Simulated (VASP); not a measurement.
# Si4N (Immm) in VASP: a series of runs

The runs below take Si4N through single point, with PBE.

All numbers are computed with VASP 6.6.1; they aren't measurements. Logs are shortened: lines on timing, memory, paths and dates and some standing lists are left out, and cuts for length are marked.

## Step 1: The cell of the first run

Symmetry: Immm, No. 71, orthorhombic system. The conventional cell has a = 3.381 Å, b = 5.615 Å, c = 6.478 Å, α = 90.00°, β = 90.00°, γ = 90.00°. Within 2.7 Å of Si (site symmetry m) lie 4 Si at 2.05 to 2.20 Å and 3 N at 2.47 to 2.61 Å. Within 3.4 Å of N (site symmetry mmm) lie 12 Si at 2.47 to 2.61 Å and 2 N at 3.38 Å.

The cell was generated, and may not be a known phase.

## Step 2: Single point, PBE

File INCAR:

```
SYSTEM = Si4N
  PREC = Accurate
  ENCUT = 520
  EDIFF = 1E-7
  ISMEAR = 0
  SIGMA = 0.1
  LREAL = .False.
  LASPH = .True.
  NELM = 60
  ALGO = Normal
  ISIF = 2
  LWAVE = .False.
  LCHARG = .True.
  GGA = PE
  LELF = .True.
  LVHAR = .True.
  NBANDS = 18
```

File KPOINTS:

```
regular mesh
0
Gamma
  6 6 6
  0 0 0
```

File POSCAR:

```
Si4N
1.0
   -1.6906005700      2.8075942200      3.2390675200
    1.6906005700     -2.8075942200      3.2390675200
    1.6906005700      2.8075942200     -3.2390675200
Si N
4 1
Direct
    0.5380028500      0.3421335800      0.1958692700
    0.1462643100      0.3421335800      0.8041307300
    0.8537356900      0.6578664200      0.1958692700
    0.4619971500      0.6578664200      0.8041307300
    0.0000000000      0.0000000000      0.0000000000
```

Potentials or basis: VASP PAW PBE potentials, release 64 (Si, N).

The run is started by

```console
> cat potpaw_PBE.64/Si/POTCAR potpaw_PBE.64/N/POTCAR > POTCAR
> mpirun -np 1 vasp_std > vasp.out
```

OUTCAR:

```text
SYSTEM = Si4N
   PREC = Accurate
   ENCUT = 520
   EDIFF = 1E-7
   ISMEAR = 0
   LREAL = .False.
   LASPH = .True.
   NELM = 60
   ISIF = 2
   GGA = PE

 ion  position               nearest neighbor table
   1  0.538  0.342  0.196-   3 2.05   4 2.16   4 2.16   2 2.20   4 3.00
   2  0.146  0.342  0.804-   4 2.05   3 2.16   3 2.16   1 2.20   3 3.00
   3  0.854  0.658  0.196-   1 2.05   2 2.16   2 2.16   4 2.20   2 3.00
   4  0.462  0.658  0.804-   2 2.05   1 2.16   1 2.16   3 2.20   1 3.00
   5  0.000  0.000  0.000-

  LATTYP: Found a body centered orthorhombic cell.
 ALAT       =     3.3812011400
 B/A-ratio  =     1.6607081944
 C/A-ratio  =     1.9159271430

  Lattice vectors:

 A1 = (  -1.6906005700,   2.8075942200,   3.2390675200)
 A2 = (   1.6906005700,  -2.8075942200,   3.2390675200)
 A3 = (   1.6906005700,   2.8075942200,  -3.2390675200)

Analysis of symmetry for initial positions (statically):
=====================================================================
 Subroutine PRICEL returns:
 Original cell was already a primitive cell.

 Routine SETGRP: Setting up the symmetry group for a
 body centered orthorhombic supercell.

 Subroutine GETGRP returns: Found  8 space group operations
 (whereof  8 operations were pure point group operations)
 out of a pool of  8 trial point group operations.

The static configuration has the point symmetry D_2h.

Analysis of symmetry for dynamics (positions and initial velocities):
=====================================================================
 Subroutine PRICEL returns:
 Original cell was already a primitive cell.

 Routine SETGRP: Setting up the symmetry group for a
 body centered orthorhombic supercell.

 Subroutine GETGRP returns: Found  8 space group operations
 (whereof  8 operations were pure point group operations)
 out of a pool of  8 trial point group operations.

The dynamic configuration has the point symmetry D_2h.

 Subroutine INISYM returns: Found  8 space group operations
 (whereof  8 operations are pure point group operations),
 and found     1 'primitive' translations

----------------------------------------------------------------------------------------

                                     Primitive cell

  volume of cell :      61.4972

  direct lattice vectors                    reciprocal lattice vectors
    -1.690600570  2.807594220  3.239067520     0.000000000  0.178088413  0.154365414
     1.690600570 -2.807594220  3.239067520     0.295752887  0.000000000  0.154365414
     1.690600570  2.807594220 -3.239067520     0.295752887  0.178088413  0.000000000

  length of vectors
     4.607849172  4.607849172  4.607849172     0.235678094  0.333614226  0.345232173

  position of ions in fractional coordinates (direct lattice)
     0.538002850  0.342133580  0.195869270
     0.146264310  0.342133580  0.804130730
     0.853735690  0.657866420  0.195869270
     0.461997150  0.657866420  0.804130730
     0.000000000  0.000000000  0.000000000

  ion indices of the primitive-cell ions
   primitive index   ion index
                 1           1
                 2           2
                 3           3
                 4           4
                 5           5

----------------------------------------------------------------------------------------

 KPOINTS: regular mesh

Automatic generation of k-mesh.
 Grid dimensions read from file:
 generate k-points for:    6    6    6

 Generating k-lattice:

  Cartesian coordinates                     Fractional coordinates (reciprocal lattice)
     0.000000000  0.029681402  0.025727569     0.166666667 -0.000000000  0.000000000
     0.049292148  0.000000000  0.025727569    -0.000000000  0.166666667  0.000000000
     0.049292148  0.029681402  0.000000000     0.000000000  0.000000000  0.166666667

  Length of vectors
     0.039279682  0.055602371  0.057538696

  Shift w.r.t. Gamma in fractional coordinates (k-lattice)
     0.000000000  0.000000000  0.000000000

 Subroutine IBZKPT returns following result:
 ===========================================

 Found     46 irreducible k-points:

 Following reciprocal coordinates:
            Coordinates               Weight
  0.000000  0.000000  0.000000      1.000000
  0.166667  0.000000  0.000000      4.000000
  0.333333 -0.000000  0.000000      4.000000
  0.500000  0.000000  0.000000      2.000000
  0.000000  0.166667 -0.000000      4.000000
  0.166667  0.166667  0.000000      8.000000
[... 16 lines left out ...]
 -0.166667  0.166667  0.166667      2.000000
  0.166667  0.333333  0.166667      4.000000
 [... further k-points ...]
   k-points           NKPTS =     46   k-points in BZ     NKDIM =     46   number of bands    NBANDS=     18
   number of dos      NEDOS =    301   number of ions     NIONS =      5
   total plane-waves  NPLWV =  46656
   dimension x,y,z NGX =    36 NGY =   36 NGZ =   36
   dimension x,y,z NGXF=    72 NGYF=   72 NGZF=   72
   ions per type =               4   1
   NGX,Y,Z   is equivalent  to a cutoff of  12.99, 12.99, 12.99 a.u.
   NGXF,Y,Z  is equivalent  to a cutoff of  25.98, 25.98, 25.98 a.u.
 SYSTEM =  Si4N
   PREC   = accura    normal or accurate (medium, high low for compatibility)
   ISTART =      0    job   : 0-new  1-cont  2-samecut
   ICHARG =      2    charge: 1-file 2-atom 10-const
   ISPIN  =      1    spin polarized calculation?
   LNONCOLLINEAR =      F non collinear calculations
   LSORBIT =      F    spin-orbit coupling
   LASPH  =      T    aspherical Exc in radial PAW
   ENCUT  =  520.0 eV  38.22 Ry    6.18 a.u.   8.57  8.57  8.57*2*pi/ulx,y,z
   NELM   =     60;   NELMIN=  2; NELMDL= -5     # of ELM steps
   EDIFF  = 0.1E-06   stopping-criterion for ELM
   LREAL  =      F    real-space projection
   EDIFFG = 0.1E-05   stopping-criterion for IOM
   NSW    =      0    number of steps for IOM
   IBRION =     -1    ionic relax: 0-MD 1-quasi-New 2-CG
   NFREE  =      0    steps in history (QN), initial steepest desc. (CG)
   ISIF   =      2    stress and relaxation
   ISYM   =      2    0-nonsym 1-usesym 2-fastsym
   POTIM  = 0.5000    time-step for ionic-motion
   TEBEG  =    0.0;   TEEND  =   0.0 temperature during run
   PSTRESS=    0.0 pullay stress
   NELECT =      21.0000    total number of electrons
   NUPDOWN=      -1.0000    fix difference up-down
   EMIN   =  10.00;   EMAX   =-10.00  energy-range for DOS
   EFERMI =   0.00;   METHOD = LEGACY
   ISMEAR =     0;   SIGMA  =   0.10  broadening in eV -4-tet -1-fermi 0-gaus
   EFERMI_NEDOS =   21; number of points for ismear=-14 and -15
   IALGO  =     38    algorithm
   IMIX   =      4    mixing-type and parameters
     AMIX     =   0.40;   BMIX     =  1.00
     AMIX_MAG =   1.60;   BMIX_MAG =  1.00
  volume/ion in A,a.u.               =      12.30        83.00
  Fermi-wavevector in a.u.,A,eV,Ry     =   1.144273  2.162362 17.814920  1.309360
  Thomas-Fermi vector in A             =   2.280965
   LORBIT       =      0    0 simple, 1 ext, 2 COOP (PROOUT), +10 PAW based schemes
   GGA     = PE    functional components
   LHFCALC =     F    Hartree Fock is set to
   AEXX    =    0.0000 exact exchange contribution
   IVDW    =     0    specifies the selected vdW correction
   LEPSILON=     F    determine dielectric tensor
   LRPA    =     F    only Hartree local field effects (RPA)
 non-spin polarized calculation
 Gauss-broadening in eV      SIGMA  =   0.10
  energy-cutoff  :      520.00
  volume of cell :       61.50
 maximum number of plane-waves:      1679
 NGX is ok and might be reduce to    36
   NGX = 17   NGY = 17   NGZ = 17

 number of electron      20.9999999 magnetization

 Free energy of the ion-electron system (eV)
  ---------------------------------------------------
  ext. energy  EPLUGINS =         0.00000000
  ---------------------------------------------------
  free energy    TOTEN  =       -21.99853184 eV

  energy without entropy =      -21.98612116  energy(sigma->0) =      -21.99232650

 E-fermi :   9.4565     XC(G=0): -11.3152

 val. band max:        9.4246526339   @ k =  -0.3333   0.5000   0.3333
 cond. band min:       9.4946697707   @ k =   0.3333  -0.0000   0.0000
 fundamental gap:      0.0700171368
 Fermi energy:         9.4564802903

 k-point     1 :       0.0000    0.0000    0.0000
  band No.  band energies     occupation
      1      -6.4372      2.00000
      2      -1.3595      2.00000
      3       1.4229      2.00000
      4       1.9216      2.00000
      5       2.5712      2.00000
      6       5.3368      2.00000
[... 10 lines left out ...]
     17      16.1099      0.00000
     18      17.6986      0.00000

 k-point     2 :       0.1667    0.0000    0.0000
  band No.  band energies     occupation
      1      -6.2676      2.00000
      2      -1.8011      2.00000
      3       0.5510      2.00000
      4       2.3277      2.00000
      5       3.8799      2.00000
      6       4.6832      2.00000
[... 10 lines left out ...]
     17      15.6428      0.00000
     18      17.7237      0.00000

 k-point     3 :       0.3333   -0.0000    0.0000
  band No.  band energies     occupation
      1      -5.8148      2.00000
      2      -2.8713      2.00000
      3       0.3657      2.00000
      4       2.7056      2.00000
      5       3.6615      2.00000
      6       5.2095      2.00000
[... 10 lines left out ...]
     17      15.7639      0.00000
     18      17.2160      0.00000

 k-point     4 :       0.5000    0.0000    0.0000
  band No.  band energies     occupation
      1      -5.4563      2.00000
      2      -3.5109      2.00000
      3       0.4381      2.00000
      4       2.6579      2.00000
      5       4.0545      2.00000
      6       4.2854      2.00000
[... 375 lines left out ...]
      4       2.2111      2.00000
      5       2.8509      2.00000
      6       3.7460      2.00000
[... 10 lines left out ...]
     17      16.3999      0.00000
     18      16.7583      0.00000

 k-point    23 :      -0.1667    0.1667    0.1667
  band No.  band energies     occupation
      1      -5.4603      2.00000
      2      -1.4195      2.00000
      3       2.2083      2.00000
      4       2.7424      2.00000
      5       2.8201      2.00000
      6       3.9965      2.00000
[... 10 lines left out ...]
     17      17.2956      0.00000
     18      17.8322      0.00000

 k-point    24 :       0.1667    0.3333    0.1667
  band No.  band energies     occupation
      1      -4.4685      2.00000
      2      -1.9612      2.00000
      3       0.3655      2.00000
      4       1.3231      2.00000
      5       2.8063      2.00000
      6       3.9777      2.00000
[... 10 lines left out ...]
     17      16.2949      0.00000
     18      17.9982      0.00000

 [... further k-points ...]

------------------------ aborting loop because EDIFF is reached ----------------------------------------

  FORCE on cell =-STRESS in cart. coord.  units (eV):
  Direction    XX          YY          ZZ          XY          YZ          ZX
  --------------------------------------------------------------------------------------
  -------------------------------------------------------------------------------------
  Total       13.0032078     15.6367245     29.0102129     -0.0000000      0.0000000      0.0000000
  in kB      338.7706214    407.3812382    755.7987247     -0.0000000      0.0000000      0.0000000
  external PRESSURE =     500.6501948 kB  Pullay stress =       0.0000000 kB

 VOLUME and BASIS-vectors are now :
 -----------------------------------------------------------------------------
  energy-cutoff  :      520.00
  volume of cell :       61.50
      direct lattice vectors                 reciprocal lattice vectors
    -1.690600570  2.807594220  3.239067520     0.000000000  0.178088413  0.154365414
     1.690600570 -2.807594220  3.239067520     0.295752887  0.000000000  0.154365414
     1.690600570  2.807594220 -3.239067520     0.295752887  0.178088413  0.000000000

 POSITION                                       TOTAL-FORCE (eV/Angst)
 -----------------------------------------------------------------------------------
      0.00000      1.09984      2.21639         0.000000      1.150718     -2.973743
      1.69060      1.70775     -1.02268        -0.000000     -1.150718     -2.973743
      0.00000      1.09984      4.26175         0.000000      1.150718      2.973743
      1.69060      1.70775      1.02268        -0.000000     -1.150718      2.973743
      0.00000      0.00000      0.00000        -0.000000      0.000000      0.000000
 -----------------------------------------------------------------------------------
    total drift:                                0.000000      0.000000      0.000000

  FREE ENERGIE OF THE ION-ELECTRON SYSTEM (eV)
  ---------------------------------------------------
  free  energy   TOTEN  =       -21.9985318422 eV

  energy  without entropy=      -21.9861211582  energy(sigma->0) =      -21.99232650
```

Wall time 87 s (1 thread of Intel Xeon 8259CL, shared host); peak memory 0.22 GiB.

What came out:

```
Free energy            : -21.9985 eV
Pressure               : 50.1 GPa
Largest force          : 3.189 eV/Å
Band gap on the k mesh : zero (an odd number of electrons rules out a gap without spin polarisation)
```

Forces on the atoms (eV/Å):
```
Si   0.000  1.151 -2.974
Si   0.000 -1.151 -2.974
Si   0.000  1.151  2.974
Si   0.000 -1.151  2.974
N    0.000  0.000  0.000
```

Levels at points of the mesh, in eV from the Fermi level:
```csv
k point,band 9,band 10,band 11,band 12,band 13,band 14
"(0.00, 0.00, 0.00)",-1.13,-0.95,-0.87,-0.39,1.85,2.57
"(0.50, 0.00, 0.00)",-0.88,-0.53,0.96,1.19,2.17,4.06
"(0.00, 0.50, 0.00)",-2.02,-1.08,-0.92,1.28,2.52,4.93
"(0.50, 0.50, 0.00)",-1.62,-1.06,-0.65,-0.14,2.41,3.17
"(0.50, 0.50, 0.50)",-0.12,0.72,1.24,1.56,1.62,3.89
```

Caveat: the stress differs along the axes, from 34 to 76 GPa; forces of over 1 eV/Å act on the atoms, so gaps and moduli don't describe the material at rest.

## Step 3: Single point, PBE

This run uses another cell than the first one, of 16.58 Å³/atom.

File INCAR:

```
PREC = Accurate ; ENCUT = 520
EDIFF = 1E-6 ; ISMEAR = 0
SIGMA = 0.1 ; LREAL = False
LASPH = True ; NELM = 80
ALGO = Normal ; ISIF = 2
LWAVE = False ; LCHARG = True
GGA = PE ; LELF = True
LVHAR = True ; NBANDS = 18
```

File KPOINTS:

```
regular mesh
0
Gamma
  6 6 6
```

File POSCAR:

```
Si4N
1.0
   -1.9913981090      3.5972671138      2.8924687213
    1.9913981090     -3.5972671138      2.8924687213
    1.9913981090      3.5972671138     -2.8924687213
Si N
4 1
Direct
    0.4265579169      0.2648234908      0.1617344261
    0.1030890647      0.2648234908      0.8382655739
    0.8969109353      0.7351765092      0.1617344261
    0.5734420831      0.7351765092      0.8382655739
    0.0000000000      0.0000000000      0.0000000000
```

Potentials or basis: VASP PAW PBE potentials, release 64 (Si, N).

The run is started by

```console
> cat potpaw_PBE.64/Si/POTCAR potpaw_PBE.64/N/POTCAR > POTCAR
> mpirun -np 1 vasp_std > vasp.out
```

Run time: 1.9 min. Hardware: 1 thread of Intel Xeon 8259CL, shared host; peak memory 0.25 GiB.

The run converged. Its results:

| Property | Result |
| --- | --- |
| Free energy | -28.2139 eV |
| Pressure | 0.1 GPa |
| Largest force | 0.030 eV/Å |
| Band gap on the k mesh | zero (an odd number of electrons rules out a gap without spin polarisation) |

Forces in eV/Å, atoms in the order of the input:
```
Si   0.000  0.018  0.025
Si   0.000 -0.018  0.025
Si   0.000  0.018 -0.025
Si   0.000 -0.018 -0.025
N    0.000  0.000  0.000
```

Stress tensor (GPa, compression positive):
```
 0.02  0.00  0.00
 0.00 -0.01  0.00
 0.00  0.00  0.14
```

Levels at points of the mesh, in eV from the Fermi level:
```tsv
k point	band 8	band 9	band 10	band 11	band 12	band 13	band 14	band 15
(0.00, 0.00, 0.00)	-3.31	-2.49	-1.80	-0.39	1.35	2.41	2.54	3.00
(0.50, 0.00, 0.00)	-3.22	-2.52	-0.52	0.15	0.77	1.19	2.52	3.15
(0.00, 0.50, 0.00)	-3.44	-2.94	-1.69	0.55	2.04	2.82	3.25	3.27
(0.50, 0.50, 0.00)	-4.02	-3.06	-1.52	0.30	0.79	1.41	4.31	5.35
(0.50, 0.50, 0.50)	-1.46	-0.64	-0.55	-0.10	1.52	1.62	3.13	3.31
```

## Step 4: Single point, PBE, collinear spin, ferromagnetic start

File INCAR:

```
  ALGO = Normal
  EDIFF = 1E-7
  ENCUT = 520
  GGA = PE
  ISIF = 2
  ISMEAR = 0
  ISPIN = 2
  LASPH = True
  LCHARG = False
  LORBIT = 11
  LREAL = False
  LWAVE = False
  MAGMOM = 0 0 0 0 1
  NBANDS = 22
  NELM = 150
  PREC = Accurate
  SIGMA = 0.1
```

File KPOINTS:

```
k-points
0
Gamma
  6 6 6
```

File POSCAR:

```
Si4N
1.0
   -1.6906005700      2.8075942200      3.2390675200
    1.6906005700     -2.8075942200      3.2390675200
    1.6906005700      2.8075942200     -3.2390675200
Si N
4 1
Direct
    0.5380028500      0.3421335800      0.1958692700
    0.1462643100      0.3421335800      0.8041307300
    0.8537356900      0.6578664200      0.1958692700
    0.4619971500      0.6578664200      0.8041307300
    0.0000000000      0.0000000000      0.0000000000
```

The run is started by

```console
> cat potpaw_PBE.64/Si/POTCAR potpaw_PBE.64/N/POTCAR > POTCAR
> mpirun -np 1 vasp_std > vasp.out
```

Run time: 4 min. Hardware: 1 thread of Intel Xeon 8259CL, shared host; peak memory 0.28 GiB.

The run converged. Its results:

- Free energy: -21.9985 eV
- Pressure: 50.1 GPa
- Largest force: 3.189 eV/Å
- Net moment: 0.00 μB per cell
- Valence electrons inside the program's atomic spheres: Si 1.87; N 3.45

Forces on the atoms (eV/Å):
```
Si   0.000  1.151 -2.974
Si   0.000 -1.151 -2.974
Si   0.000  1.151  2.974
Si   0.000 -1.151  2.974
N    0.000  0.000  0.000
```

Stress tensor (GPa, compression positive):
```
33.87  0.00  0.00
 0.00 40.74  0.00
 0.00  0.00 75.58
```

Levels at points of the mesh, in eV from the Fermi level:
Spin up:
```tsv
k point	band 8	band 9	band 10	band 11	band 12	band 13	band 14	band 15
(0.00, 0.00, 0.00)	-2.07	-1.13	-0.95	-0.87	-0.39	1.85	2.57	3.68
(0.50, 0.00, 0.00)	-1.54	-0.88	-0.53	0.96	1.19	2.17	4.06	4.97
(0.00, 0.50, 0.00)	-3.76	-2.02	-1.09	-0.92	1.28	2.52	4.93	5.25
(0.50, 0.50, 0.00)	-1.74	-1.62	-1.06	-0.65	-0.14	2.41	3.17	3.43
(0.50, 0.50, 0.50)	-0.57	-0.12	0.72	1.24	1.56	1.62	3.89	4.29
```
Spin down:
| k point | band 8 | band 9 | band 10 | band 11 | band 12 | band 13 | band 14 | band 15 |
| --- | --- | --- | --- | --- | --- | --- | --- | --- |
| (0.00, 0.00, 0.00) | -2.07 | -1.13 | -0.95 | -0.87 | -0.39 | 1.85 | 2.57 | 3.68 |
| (0.50, 0.00, 0.00) | -1.54 | -0.88 | -0.53 | 0.96 | 1.19 | 2.17 | 4.06 | 4.97 |
| (0.00, 0.50, 0.00) | -3.76 | -2.02 | -1.08 | -0.92 | 1.28 | 2.52 | 4.93 | 5.25 |
| (0.50, 0.50, 0.00) | -1.74 | -1.62 | -1.06 | -0.65 | -0.14 | 2.41 | 3.17 | 3.43 |
| (0.50, 0.50, 0.50) | -0.57 | -0.12 | 0.72 | 1.24 | 1.56 | 1.62 | 3.89 | 4.29 |

Caveat: the stress differs along the axes, from 34 to 76 GPa; forces of over 1 eV/Å act on the atoms, so gaps and moduli don't describe the material at rest.

## Step 5: Summary

| spin | cell | gap on the mesh (eV) | pressure (GPa) | largest force (eV/Å) |
| --- | --- | --- | --- | --- |
| off | a = 4.608 Å, angles 137.0, 104.9, 90.7°, 5 atoms, atomic positions A | none | 50.1 | 3.19 |
| off | a = 5.027 Å, angles 133.3, 88.6, 109.7°, 5 atoms, atomic positions B | none | 0.1 | 0.03 |
| collinear, ferromagnetic start | a = 4.608 Å, angles 137.0, 104.9, 90.7°, 5 atoms, atomic positions A | none | 50.1 | 3.19 |

Alike in all rows: task single point; level PBE; potentials or basis VASP PAW PBE potentials, release 64 (Si, N); k mesh 6 × 6 × 6; cutoff (eV) 520; smearing gaussian 0.1 eV.

Caveats: the stress differs along the axes, from 34 to 76 GPa (at least some runs); forces of over 1 eV/Å act on the atoms, so gaps and moduli don't describe the material at rest (at least some runs).

Absolute energies hang on the potentials; compare differences alone.

The gap in the log of VASP goes by the Fermi energy; the results here count the filled bands.